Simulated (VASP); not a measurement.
CuO:

```
CELL_PARAMETERS angstrom
0.00000 2.11656 2.11656
2.11656 0.00000 2.11656
2.11656 2.11656 0.00000
ATOMIC_POSITIONS crystal
Cu 0.02950 0.02810 0.90803
O 0.47050 0.47190 0.59197
```

| Property | Result |
| --- | --- |
| Program | VASP 6.6.1 |
| Task | relaxation of cell and atoms |
| Functional | PBEsol |
| Potentials or basis | VASP PAW PBE potentials, release 64 (Cu, O) |
| Cutoff | 600 eV |
| k mesh | 9 × 9 × 9 |
| Occupations | fermi-dirac, width 0.05 eV |
| Spin | no spin polarisation |

At the start: pressure 9.8 GPa; volume 9.48 Å³/atom.

**Question.** How do energy, volume and symmetry change on relaxing?

**Answer.** Over 16 steps the energy falls by 205.9 meV/atom and the volume is 9.10 Å³/atom (-4.1 %); space group R3m (No. 160, to 0.1 Å) before, Fm-3m (No. 225, to 0.1 Å).

Step by step:
```
step  energy change (eV)  largest force (eV/Å)  pressure (GPa)  volume (Å³)
   1              0.0000                0.9067            9.83        18.96
   2             -0.0684                0.6223          -10.00        20.60
   3             -0.0744                0.6850           -6.29        20.21
   4             -0.1748                0.9089           -8.44        19.86
   5             -0.3565                0.1181           -6.08        18.79
   6             -0.3577                0.0869           -7.44        18.93
   7             -0.3378                0.3321           15.28        17.09
   8             -0.3839                0.0594            1.16        18.10
   9             -0.4002                0.0487            0.66        18.15
  10             -0.4111                0.0289            0.00        18.21
  11             -0.4117                0.0304            0.10        18.20
  12             -0.4117                0.0301           -0.02        18.20
  13             -0.4118                0.0053            0.11        18.20
  14             -0.4118                0.0087           -0.03        18.20
  15             -0.4118                0.0050            0.22        18.19
  16             -0.4118                0.0045            0.01        18.19
```

Final structure:
```
Cu O
1.0
     0.00007    2.08685    2.08667
     2.08741    0.00019    2.08657
     2.08806    2.08779   -0.00132
Cu O
1 1
Direct
  0.00007 0.00009 0.99988
  0.49993 0.49991 0.50012
```

Caveat: the PAW data sets were made with another functional, which shifts forces and pressure a little; an odd number of electrons without spin polarisation forces a metal; a magnetic or distorted state may lie lower.
